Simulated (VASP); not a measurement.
AlV2C, 8 atoms in the cell. It takes space group P6_3/mmc (No. 194, hexagonal). Conventional cell: a = 2.888 Å, b = 2.888 Å, c = 13.105 Å, α = 90.00°, β = 90.00°, γ = 120.00°. Within 2.7 Å of V (site symmetry 3m) lie 3 C at 2.02 Å. Within 3.6 Å of Al (site symmetry -6m2) lie 6 V at 2.72 Å and 6 Al at 2.89 Å. C (site symmetry -3m) has 6 V at 2.02 Å within 2.7 Å. 

* Program: VASP 6.6.1
* Task: single point
* Functional: PBEsol
* Potentials or basis: VASP PAW PBE potentials, release 64 (V_sv, Al, C)
* Cutoff: 520 eV
* k mesh: 11 × 11 × 2
* Occupations: fermi-dirac, width 0.05 eV
* Spin: collinear spin, antiferromagnetic start
* Starting moments: [2.0, -2.0, 2.0, -2.0, 0.0, 0.0, 0.0, 0.0] μB
* Dipole correction: no
* Further INCAR settings: ALGO = Normal; EDIFF = 1e-06; NBANDS = 47

Potentials or basis: VASP PAW PBE potentials, release 64 (V_sv, Al, C).

Run with:

```console
$ cat potpaw_PBE.64/V_sv/POTCAR potpaw_PBE.64/Al/POTCAR potpaw_PBE.64/C/POTCAR > POTCAR
$ mpirun -np 1 vasp_std > vasp.out
```

Hardware: 1 thread of Intel(R) Xeon(R) Platinum 8488C (Sapphire Rapids), with other jobs on the host.

**Question.** Estimate the wall time of this run.

**Answer.** Run time: 3 min on 1 thread of Intel(R) Xeon(R) Platinum 8488C (Sapphire Rapids) (shared host), peak memory 0.39 GiB. Counts: scf iterations 16, k points 32.
